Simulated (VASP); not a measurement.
# Be2Ge (Fm-3m) in VASP: single point with PBEsol

Aim: the single point of Be2Ge with PBEsol.

Everything below comes from runs of VASP 6.6.1. Logs are shortened: lines on timing, memory, paths and dates and some standing lists are left out, and cuts for length are marked.

## (1) The cell of the first run

Symmetry: Fm-3m, No. 225, cubic system. The conventional cell has a = 5.357 Å, b = 5.357 Å, c = 5.357 Å, α = 90.00°, β = 90.00°, γ = 90.00°. Ge (site symmetry m-3m) has 8 Be at 2.32 Å within 3.1 Å. Be (site symmetry -43m) has 4 Ge at 2.32 Å and 6 Be at 2.68 Å within 3.1 Å.

## (2) Single point, PBEsol

INCAR

```
ALGO     = Normal         # electronic algorithm
EDIFF    = 1E-6           # SCF threshold, eV
ENCUT    = 520            # plane-wave cutoff, eV
GGA      = PS             # functional
ISIF     = 2              # what is computed and relaxed
ISMEAR   = -1             # smearing method
LASPH    = T              # aspherical terms in the spheres
LCHARG   = F              # write CHGCAR
LREAL    = F              # projectors in reciprocal space
LWAVE    = F              # write WAVECAR
NBANDS   = 16             # bands
NELM     = 80             # most SCF steps
PREC     = Accurate       # precision mode
SIGMA    = 0.02           # smearing width, eV
```

KPOINTS

```
k-points
0
Gamma
  6 6 6
```

POSCAR

```
Be2Ge
1.0
    0.0000000000      2.6783040144      2.6783040144
    2.6783040144      0.0000000000      2.6783040144
    2.6783040144      2.6783040144      0.0000000000
Ge Be
1 2
Direct
    0.0000000000      0.0000000000      0.0000000000
    0.2500000000      0.2500000000      0.2500000000
    0.7500000000      0.7500000000      0.7500000000
```

Potentials or basis: VASP PAW PBE potentials, release 64 (Ge_d, Be).

Started as:

```bash
cat potpaw_PBE.64/Ge_d/POTCAR potpaw_PBE.64/Be/POTCAR > POTCAR
mpirun -np 1 vasp_std > vasp.out
```

OUTCAR:

```text
EDIFF = 1E-6
   ENCUT = 520
   GGA = PS
   ISIF = 2
   ISMEAR = -1
   LASPH = T
   LREAL = F
   NELM = 80
   PREC = Accurate

 ion  position               nearest neighbor table
   1  0.000  0.000  0.000-   3 2.32   3 2.32   3 2.32   2 2.32   3 2.32   2 2.32   2 2.32   2 2.32

   2  0.250  0.250  0.250-   1 2.32   1 2.32   1 2.32   1 2.32
   3  0.750  0.750  0.750-   1 2.32   1 2.32   1 2.32   1 2.32

  LATTYP: Found a face centered cubic cell.
 ALAT       =     5.3566080288

  Lattice vectors:

 A1 = (   0.0000000000,   2.6783040144,   2.6783040144)
 A2 = (   2.6783040144,   0.0000000000,   2.6783040144)
 A3 = (   2.6783040144,   2.6783040144,   0.0000000000)

Analysis of symmetry for initial positions (statically):
=====================================================================
 Subroutine PRICEL returns:
 Original cell was already a primitive cell.

 Routine SETGRP: Setting up the symmetry group for a
 face centered cubic supercell.

 Subroutine GETGRP returns: Found 48 space group operations
 (whereof 48 operations were pure point group operations)
 out of a pool of 48 trial point group operations.

The static configuration has the point symmetry O_h .

Analysis of symmetry for dynamics (positions and initial velocities):
=====================================================================
 Subroutine PRICEL returns:
 Original cell was already a primitive cell.

 Routine SETGRP: Setting up the symmetry group for a
 face centered cubic supercell.

 Subroutine GETGRP returns: Found 48 space group operations
 (whereof 48 operations were pure point group operations)
 out of a pool of 48 trial point group operations.

The dynamic configuration has the point symmetry O_h .

 Subroutine INISYM returns: Found 48 space group operations
 (whereof 48 operations are pure point group operations),
 and found     1 'primitive' translations

----------------------------------------------------------------------------------------

                                     Primitive cell

  volume of cell :      38.4246

  direct lattice vectors                    reciprocal lattice vectors
     0.000000000  2.678304014  2.678304014    -0.186685304  0.186685304  0.186685304
     2.678304014  0.000000000  2.678304014     0.186685304 -0.186685304  0.186685304
     2.678304014  2.678304014  0.000000000     0.186685304  0.186685304 -0.186685304

  length of vectors
     3.787693861  3.787693861  3.787693861     0.323348432  0.323348432  0.323348432

  position of ions in fractional coordinates (direct lattice)
     0.000000000  0.000000000  0.000000000
     0.250000000  0.250000000  0.250000000
     0.750000000  0.750000000  0.750000000

  ion indices of the primitive-cell ions
   primitive index   ion index
                 1           1
                 2           2
                 3           3

----------------------------------------------------------------------------------------

 KPOINTS: k-points

Automatic generation of k-mesh.
 Grid dimensions read from file:
 generate k-points for:    6    6    6

 Generating k-lattice:

  Cartesian coordinates                     Fractional coordinates (reciprocal lattice)
    -0.031114217  0.031114217  0.031114217     0.166666667  0.000000000  0.000000000
     0.031114217 -0.031114217  0.031114217     0.000000000  0.166666667  0.000000000
     0.031114217  0.031114217 -0.031114217     0.000000000  0.000000000  0.166666667

  Length of vectors
     0.053891405  0.053891405  0.053891405

  Shift w.r.t. Gamma in fractional coordinates (k-lattice)
     0.000000000  0.000000000  0.000000000

 Subroutine IBZKPT returns following result:
 ===========================================

 Found     16 irreducible k-points:

 Following reciprocal coordinates:
            Coordinates               Weight
  0.000000  0.000000  0.000000      1.000000
  0.166667  0.000000  0.000000      8.000000
  0.333333  0.000000  0.000000      8.000000
  0.500000  0.000000  0.000000      4.000000
  0.166667  0.166667  0.000000      6.000000
  0.333333  0.166667  0.000000     24.000000
[... 8 lines left out ...]
 -0.333333  0.333333  0.166667     24.000000
 -0.333333  0.500000  0.166667     12.000000
   k-points           NKPTS =     16   k-points in BZ     NKDIM =     16   number of bands    NBANDS=     16
   number of dos      NEDOS =    301   number of ions     NIONS =      3
   total plane-waves  NPLWV =  21952
   dimension x,y,z NGX =    28 NGY =   28 NGZ =   28
   dimension x,y,z NGXF=    56 NGYF=   56 NGZF=   56
   ions per type =               1   2
   NGX,Y,Z   is equivalent  to a cutoff of  12.29, 12.29, 12.29 a.u.
   NGXF,Y,Z  is equivalent  to a cutoff of  24.58, 24.58, 24.58 a.u.
 SYSTEM =  unknown system
   PREC   = accura    normal or accurate (medium, high low for compatibility)
   ISTART =      0    job   : 0-new  1-cont  2-samecut
   ICHARG =      2    charge: 1-file 2-atom 10-const
   ISPIN  =      1    spin polarized calculation?
   LNONCOLLINEAR =      F non collinear calculations
   LSORBIT =      F    spin-orbit coupling
   LASPH  =      T    aspherical Exc in radial PAW
   ENCUT  =  520.0 eV  38.22 Ry    6.18 a.u.   7.04  7.04  7.04*2*pi/ulx,y,z
   NELM   =     80;   NELMIN=  2; NELMDL= -5     # of ELM steps
   EDIFF  = 0.1E-05   stopping-criterion for ELM
   LREAL  =      F    real-space projection
   EDIFFG = 0.1E-04   stopping-criterion for IOM
   NSW    =      0    number of steps for IOM
   IBRION =     -1    ionic relax: 0-MD 1-quasi-New 2-CG
   NFREE  =      0    steps in history (QN), initial steepest desc. (CG)
   ISIF   =      2    stress and relaxation
   ISYM   =      2    0-nonsym 1-usesym 2-fastsym
   POTIM  = 0.5000    time-step for ionic-motion
   TEBEG  =    0.0;   TEEND  =   0.0 temperature during run
   PSTRESS=    0.0 pullay stress
   NELECT =      18.0000    total number of electrons
   NUPDOWN=      -1.0000    fix difference up-down
   EMIN   =  10.00;   EMAX   =-10.00  energy-range for DOS
   EFERMI =   0.00;   METHOD = LEGACY
   ISMEAR =    -1;   SIGMA  =   0.02  broadening in eV -4-tet -1-fermi 0-gaus
   EFERMI_NEDOS =   21; number of points for ismear=-14 and -15
   IALGO  =     38    algorithm
   IMIX   =      4    mixing-type and parameters
     AMIX     =   0.40;   BMIX     =  1.00
     AMIX_MAG =   1.60;   BMIX_MAG =  1.00
  volume/ion in A,a.u.               =      12.81        86.43
  Fermi-wavevector in a.u.,A,eV,Ry     =   1.271440  2.402673 21.994622  1.616559
  Thomas-Fermi vector in A             =   2.404373
   LORBIT       =      0    0 simple, 1 ext, 2 COOP (PROOUT), +10 PAW based schemes
   GGA     = PS    functional components
   LHFCALC =     F    Hartree Fock is set to
   AEXX    =    0.0000 exact exchange contribution
   IVDW    =     0    specifies the selected vdW correction
   LEPSILON=     F    determine dielectric tensor
   LRPA    =     F    only Hartree local field effects (RPA)
 non-spin polarized calculation
  energy-cutoff  :      520.00
  volume of cell :       38.42
 maximum number of plane-waves:      1056
   NGX = 15   NGY = 15   NGZ = 15

 number of electron      17.9999994 magnetization

 Free energy of the ion-electron system (eV)
  ---------------------------------------------------
  ext. energy  EPLUGINS =         0.00000000
  ---------------------------------------------------
  free energy    TOTEN  =       -12.25932258 eV

  energy without entropy =      -12.25856117  energy(sigma->0) =      -12.25894188

 E-fermi :   6.4826     XC(G=0): -10.4844

 val. band max:        6.4763427194   @ k =   0.5000   0.5000   0.0000
 cond. band min:       6.4889642121   @ k =   0.5000   0.5000   0.0000
 fundamental gap:      0.0126214927
 Fermi energy:         6.4826115289

 k-point     1 :       0.0000    0.0000    0.0000
  band No.  band energies     occupation
      1     -18.2532      2.00000
      2     -18.2532      2.00000
      3     -18.2532      2.00000
      4     -18.2046      2.00000
      5     -18.2046      2.00000
      6      -6.3097      2.00000
[... 8 lines left out ...]
     15      13.2048      0.00000
     16      13.2048      0.00000

 k-point     2 :       0.1667    0.0000    0.0000
  band No.  band energies     occupation
      1     -18.2516      2.00000
      2     -18.2506      2.00000
      3     -18.2506      2.00000
      4     -18.2045      2.00000
      5     -18.2045      2.00000
      6      -5.9628      2.00000
[... 8 lines left out ...]
     15      12.4502      0.00000
     16      13.1816      0.00000

 k-point     3 :       0.3333    0.0000    0.0000
  band No.  band energies     occupation
      1     -18.2484      2.00000
      2     -18.2461      2.00000
      3     -18.2461      2.00000
      4     -18.2038      2.00000
      5     -18.2038      2.00000
      6      -4.9898      2.00000
[... 8 lines left out ...]
     15      13.8668      0.00000
     16      14.5940      0.00000

 k-point     4 :       0.5000    0.0000    0.0000
  band No.  band energies     occupation
      1     -18.2468      2.00000
      2     -18.2442      2.00000
      3     -18.2442      2.00000
      4     -18.2031      2.00000
      5     -18.2031      2.00000
      6      -4.1026      2.00000
[... 8 lines left out ...]
     15      16.2605      0.00000
     16      16.4923      0.00000
[... 172 lines left out ...]
 k-point    14 :       0.5000    0.3333    0.1667
  band No.  band energies     occupation
      1     -18.2500      2.00000
      2     -18.2418      2.00000
      3     -18.2381      2.00000
      4     -18.2081      2.00000
      5     -18.2011      2.00000
      6      -4.1832      2.00000
[... 8 lines left out ...]
     15      15.2193      0.00000
     16      16.6765      0.00000

 k-point    15 :      -0.3333    0.3333    0.1667
  band No.  band energies     occupation
      1     -18.2451      2.00000
      2     -18.2446      2.00000
      3     -18.2356      2.00000
      4     -18.2075      2.00000
      5     -18.2018      2.00000
      6      -3.4389      2.00000
[... 8 lines left out ...]
     15      14.9983      0.00000
     16      17.9046      0.00000

 k-point    16 :      -0.3333    0.5000    0.1667
  band No.  band energies     occupation
      1     -18.2505      2.00000
      2     -18.2388      2.00000
      3     -18.2328      2.00000
      4     -18.2103      2.00000
      5     -18.2000      2.00000
      6      -3.1538      2.00000
[... 8 lines left out ...]
     15      15.9564      0.00000
     16      18.3188      0.00000

------------------------ aborting loop because EDIFF is reached ----------------------------------------

  FORCE on cell =-STRESS in cart. coord.  units (eV):
  Direction    XX          YY          ZZ          XY          YZ          ZX
  --------------------------------------------------------------------------------------
  -------------------------------------------------------------------------------------
  Total       -0.3431160     -0.3431160     -0.3431160      0.0000000      0.0000000     -0.0000000
  in kB      -14.3067827    -14.3067827    -14.3067827      0.0000000      0.0000000     -0.0000000
  external PRESSURE =     -14.3067827 kB  Pullay stress =       0.0000000 kB

 VOLUME and BASIS-vectors are now :
 -----------------------------------------------------------------------------
  energy-cutoff  :      520.00
  volume of cell :       38.42
      direct lattice vectors                 reciprocal lattice vectors
     0.000000000  2.678304014  2.678304014    -0.186685304  0.186685304  0.186685304
     2.678304014  0.000000000  2.678304014     0.186685304 -0.186685304  0.186685304
     2.678304014  2.678304014  0.000000000     0.186685304  0.186685304 -0.186685304

 POSITION                                       TOTAL-FORCE (eV/Angst)
 -----------------------------------------------------------------------------------
      0.00000      0.00000      0.00000        -0.000000      0.000000     -0.000000
      1.33915      1.33915      1.33915         0.000000     -0.000000     -0.000000
      4.01746      4.01746      4.01746        -0.000000     -0.000000      0.000000
 -----------------------------------------------------------------------------------
    total drift:                               -0.000000     -0.000000      0.000000

  FREE ENERGIE OF THE ION-ELECTRON SYSTEM (eV)
  ---------------------------------------------------
  free  energy   TOTEN  =       -12.2593225835 eV

  energy  without entropy=      -12.2585611726  energy(sigma->0) =      -12.25894188
```

Wall time 6.6 s (1 thread of Intel Xeon Platinum 8488C (Sapphire Rapids), shared host); peak memory 0.15 GiB.

Results:

| Property | Result |
| --- | --- |
| Free energy | -12.2593 eV |
| Pressure | -1.4 GPa |
| Band gap on the k mesh | zero (band 9 reaches 7.03 eV, above the bottom of band 10 at 6.48 eV) |

Caveat: the PAW data sets were made with another functional, which shifts forces and pressure a little.
